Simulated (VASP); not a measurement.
Here is a VASP 6.6.1 calculation.

Contents of INCAR:

```
SYSTEM = Bi4Se3
PREC     = Accurate       ! precision mode
ENCUT    = 520            ! plane-wave cutoff, eV
EDIFF    = 1E-6           ! SCF threshold, eV
ISMEAR   = -1             ! smearing method
SIGMA    = 0.1            ! smearing width, eV
LREAL    = .False.        ! projectors in reciprocal space
LASPH    = .True.         ! aspherical terms in the spheres
NELM     = 80             ! most SCF steps
ALGO     = Normal         ! electronic algorithm
ISIF     = 2              ! what is computed and relaxed
LWAVE    = .False.        ! write WAVECAR
LCHARG   = .False.        ! write CHGCAR
NBANDS   = 48             ! bands
```

Contents of KPOINTS:

```
Automatic mesh
0
Gamma
  7 7 7
  0 0 0
```

POSCAR

```
Bi4Se3
1.0
    2.1178035464      1.2227144460     12.9746010823
   -2.1178035464      1.2227144460     12.9746010823
    0.0000000000     -2.4454288969     12.9746010819
Bi Se
4 3
Direct
    0.1444128626      0.1444128626      0.1444128626
    0.8555871374      0.8555871374      0.8555871374
    0.2868578666      0.2868578666      0.2868578666
    0.7131421334      0.7131421334      0.7131421334
    0.4185619784      0.4185619784      0.4185619784
    0.5814380216      0.5814380216      0.5814380216
    0.0000000000      0.0000000000      0.0000000000
```

Potentials or basis: VASP PAW LDA potentials, release 64 (Bi_d, Se).

The run is started by

```console
$ cat potpaw_LDA.64/Bi_d/POTCAR potpaw_LDA.64/Se/POTCAR > POTCAR
$ mpirun -np 1 vasp_std > vasp.out
```

(1) Estimate the largest force.

(2) Predict the band gap on the k mesh.

## Answers

(1) 0.025 eV/Å.

(2) 0.04 eV (least direct gap 0.06 eV).

Caveat: the smearing spreads over this small gap; spin-orbit coupling is left out, which moves the levels of the heavy elements.
